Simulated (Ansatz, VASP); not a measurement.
W: VASP beside Ansatz

```
CELL_PARAMETERS angstrom
2.74103 0.00000 0.00000
-1.37052 2.37380 0.00000
0.00000 0.00000 4.84488
ATOMIC_POSITIONS crystal
W 0.33333 0.66667 0.25000
W 0.66667 0.33333 0.75000
```

Alike in both runs: functional LDA; k mesh 17 × 17 × 9; occupations fermi-dirac, width 0.05 eV; non-collinear spin, spin-orbit coupling.

Ansatz relaxed the structure, and its values are those at the end. VASP's run is a single point on that final structure, the one shown.

```csv
,VASP,Ansatz
version,VASP 6.6.1,Ansatz 0.2.0
potentials or method,"VASP PAW LDA potentials, release 64 (W_sv)","PAW with Ansatz's default frozen-core files, fully relativistic files with spin-orbit coupling"
plane-wave cutoff (eV),520,420
valence electrons in the cell,28,28
```

|  | VASP | Ansatz | Ansatz less VASP |
| --- | --- | --- | --- |
| pressure (GPa) | 2.1 | 0.0 | -2.02 |

LDA's correlation is that of Perdew and Zunger in VASP and of Perdew and Wang (1992) in Ansatz.
